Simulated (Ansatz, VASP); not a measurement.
Pd: VASP beside Ansatz

The input INCAR:

```
SYSTEM = Pd
  PREC = Accurate
  ENCUT = 520
  EDIFF = 1E-7
  ISMEAR = -1
  SIGMA = 0.1
  LREAL = .False.
  LASPH = .True.
  NELM = 100
  ALGO = Normal
  ISIF = 2
  LWAVE = .False.
  LCHARG = .False.
  GGA = PE
  NBANDS = 22
```

File KPOINTS:

```
regular mesh
0
Gamma
  11 11 15
  0 0 0
```

POSCAR

```
Pd
1.0
    4.5043060185      0.0000000000      0.0000000000
   -2.2521530093      3.9008434385      0.0000000000
    0.0000000000      0.0000000000      2.6801566923
Pd
3
Direct
    0.0000000000      0.0000000000      0.0000000000
    0.3333333333      0.6666666667      0.5000000000
    0.6666666667      0.3333333333      0.5000000000
```

Input for Ansatz:

```yaml
crystal:
  lattice:
    - [4.5043060185, 0.0, 0.0]
    - [-2.2521530093, 3.9008434385, 0.0]
    - [0.0, 0.0, 2.6801566923]
  atoms:
    - { symbol: Pd, position: [0.0, 0.0, 0.0] }
    - { symbol: Pd, position: [0.3333333333, 0.6666666667, 0.5] }
    - { symbol: Pd, position: [0.6666666667, 0.3333333333, 0.5] }
hamiltonian:
  xc: pbe
  pseudopotentials:
    kind: paw
    azcp:
      Pd: "pseudopotentials/Pd.paw.azcp"
basis:
  ecutwfc: 420
  fft_grid_basis: typed
kpoints:
  mp_grid: { grid: [11, 11, 15], shift: [0, 0, 0] }
magnetization:
  spin_polarized: false
scf:
  occupations: { method: fermi_dirac, width: 0.1 }
output:
  stress: true
```

Alike in both runs: task single point; functional PBE; k mesh 11 × 11 × 15; occupations fermi-dirac, width 0.1 eV; no spin polarisation.

```csv
,VASP,Ansatz
version,VASP 6.6.1,Ansatz 0.2.0
potentials or method,"VASP PAW PBE potentials, release 64 (Pd), cutoff 520 eV","plane waves (420 eV) with PAW, scalar-relativistic"
valence electrons in the cell,30,54
```

```csv
,VASP,Ansatz,Ansatz less VASP
pressure (GPa),-0.3,0.1,+0.33
"traceless stress, the component that is largest in VASP (GPa)",0.13,0.10,-0.034
```

The functional is the same, so the differences come from potentials, cutoffs and numerics. VASP's potentials hold 30 valence electrons a cell and Ansatz's 54, so a difference there can come from the potentials and not from the codes.
